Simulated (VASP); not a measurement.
The system is PbO.

```xyz
2
Lattice="0.0000 2.7988 2.7988 2.7988 0.0000 2.7988 2.7988 2.7988 0.0000" Properties=species:S:1:pos:R:3 pbc="T T T"
Pb    0.0000    0.0000    0.0000
O     1.3994    1.3994    1.3994
```

Base run:

```yaml
Program: VASP 6.6.1
Functional: PBEsol
Potentials_or_basis: VASP PAW PBE potentials, release 64 (Pb_d, O)
Cutoff: 600 eV
k_mesh: 6 × 6 × 6
Occupations: gaussian, width 0.01 eV
Spin: no spin polarisation
```

Its results: band gap on the k mesh 0.39 eV (least direct gap 0.54 eV); pressure -0.9 GPa.

Problem. After a change of settings the same cell gave: band gap on the k mesh 1.75 eV (least direct gap 2.17 eV); pressure -1.1 GPa. Which change was it?
A. k mesh from 6 × 6 × 6 to 5 × 5 × 5
B. k mesh from 6 × 6 × 6 to 3 × 3 × 3
C. occupations from gaussian, width 0.01 eV to methfessel-paxton, width 0.001 eV
D. dispersion from none to D4

Solution. B.

Caveats: some runs use coarse meshes; the structure was generated, so it needn't be the stable form of PbO; the PAW data sets were made with another functional, which shifts forces and pressure a little; spin-orbit coupling is left out, which moves the levels of the heavy elements; an odd mesh through Γ misses points on the zone boundary, where band edges can lie (at least some runs).
